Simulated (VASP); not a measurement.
The system is Si.

```
Si
1.0
    -2.37137    2.37137    1.32927
     2.37137   -2.37137    1.32927
     2.37137    2.37137   -1.32927
Si
2
Cartesian
  0.0000 0.0000 1.3293
  2.3714 0.0000 0.6646
```

Base run:

```yaml
Program: VASP 6.6.1
Functional: PBE0
Potentials_or_basis: VASP PAW PBE potentials, release 64 (Si)
Cutoff: 520 eV
k_mesh: 8 × 8 × 8
Occupations: fermi-dirac, width 0.05 eV
Spin: no spin polarisation
```

Its results: band gap on the k mesh zero (bands 4 and 5 overlap by 6.79 eV); pressure 0.6 GPa.

Problem. The run is repeated on the same cell with these changes: functional from PBE0 to r2SCAN; k mesh from 8 × 8 × 8 to 11 × 11 × 11. What comes out?

Solution. Band gap on the k mesh zero (bands 4 and 5 overlap by 6.34 eV); pressure 2.3 GPa.

Several settings changed at once.

Caveats: the PAW data sets were made with another functional, which shifts forces and pressure a little.
